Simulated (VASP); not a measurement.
Write the native input for VASP 6.6.1 that does the following.

* Task: single point
* Functional: LDA
* Potentials or basis: VASP PAW LDA potentials, release 64 (Cs_sv, I, Sn_d)
* Cutoff: 520 eV
* k mesh: 5 × 5 × 5
* Occupations: fermi-dirac, width 0.05 eV
* Spin: no spin polarisation
* Dipole correction: no
* Further INCAR settings: ALGO = Normal; EDIFF = 1e-06; NBANDS = 30

The structure of CsSnI3 lies in POSCAR:

```
CsSnI3
1.0
    6.0210126402      0.0000000000      0.0000000000
    0.0000000000      6.0210126402      0.0000000000
    0.0000000000      0.0000000000      6.0210126402
Cs I Sn
1 3 1
Direct
    0.0000000000      0.0000000000      0.0000000000
    0.5000000000      0.5000000000      0.0000000000
    0.5000000000      0.0000000000      0.5000000000
    0.0000000000      0.5000000000      0.5000000000
    0.5000000000      0.5000000000      0.5000000000
```

The input as run:

INCAR

```
SYSTEM = CsSnI3
  PREC = Accurate
  ENCUT = 520
  EDIFF = 1E-6
  ISMEAR = -1
  SIGMA = 0.05
  LREAL = .False.
  LASPH = .True.
  NELM = 100
  ALGO = Normal
  ISIF = 2
  LWAVE = .False.
  LCHARG = .True.
  GGA = CA
  LELF = .True.
  LVHAR = .True.
  NBANDS = 30
```

KPOINTS

```
Automatic mesh
0
Gamma
  5 5 5
  0 0 0
```

Potentials or basis: VASP PAW LDA potentials, release 64 (Cs_sv, I, Sn_d).

Run with:

```sh
$ cat potpaw_LDA.64/Cs_sv/POTCAR potpaw_LDA.64/I/POTCAR potpaw_LDA.64/Sn_d/POTCAR > POTCAR
$ mpirun -np 1 vasp_std > vasp.out
```

Results of the run:

```json
{
 "Pressure": "0.0 GPa",
 "Band gap on the k mesh": "1.66 eV, direct"
}
```

Caveat: spin-orbit coupling is left out, which moves the levels of the heavy elements.

It took 77 s on 1 thread of Oxide Virtual Turin-like Processor, with other jobs on the host, peak memory 0.26 GiB.
